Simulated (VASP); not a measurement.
Write the native input for VASP 6.6.1 that does the following.

| Property | Result |
| --- | --- |
| Task | single point |
| Functional | PBE |
| Potentials or basis | VASP PAW PBE potentials, release 64 (Cu, H, Mo_sv) |
| Cutoff | 520 eV |
| k mesh | 4 × 4 × 4 |
| Occupations | gaussian, width 0.1 eV |
| Spin | no spin polarisation |
| Dipole correction | no |
| Further INCAR settings | ALGO = Normal; EDIFF = 1e-06; NBANDS = 26 |

The structure of CuMoH6 lies in POSCAR:

```
CuMoH6
1.0
    0.0000000000      3.0975530676      3.0975530676
    3.0975530676      0.0000000000      3.0975530676
    3.0975530676      3.0975530676      0.0000000000
Cu H Mo
1 6 1
Direct
    0.2500000000      0.2500000000      0.2500000000
    0.7889729691      0.2110270309      0.2110270309
    0.2110270309      0.7889729691      0.7889729691
    0.2110270309      0.7889729691      0.2110270309
    0.7889729691      0.2110270309      0.7889729691
    0.2110270309      0.2110270309      0.7889729691
    0.7889729691      0.7889729691      0.2110270309
    0.5000000000      0.5000000000      0.5000000000
```

The cell was built from a structure type or drawn by symmetry, and may not be a known phase.

These files were run (other wordings do the same):

INCAR

```
PREC = Accurate
ENCUT = 520
EDIFF = 1E-6
ISMEAR = 0
SIGMA = 0.1
LREAL = F
LASPH = T
NELM = 100
ALGO = Normal
ISIF = 2
LWAVE = F
LCHARG = F
GGA = PE
NBANDS = 26
```

KPOINTS

```
Automatic mesh
0
Gamma
  4 4 4
```

Potentials or basis: VASP PAW PBE potentials, release 64 (Cu, H, Mo_sv).

The run is started by

```console
$ cat potpaw_PBE.64/Cu/POTCAR potpaw_PBE.64/H/POTCAR potpaw_PBE.64/Mo_sv/POTCAR > POTCAR
$ mpirun -np 1 vasp_std > vasp.out
```

Results of the run:

The pressure is -0.1 GPa and the largest force is 0.023 eV/Å. The band gap on the k mesh is zero (an odd number of electrons rules out a gap without spin polarisation).

Caveat: the k points lie up to 0.44 Å⁻¹ apart, too coarse for converged energies and pressures of a metal.

Run time: 28 s on 1 thread of Intel(R) Xeon(R) Platinum 8259CL CPU @ 2.50GHz (Skylake/Cascade Lake) (shared host), peak memory 0.21 GiB.
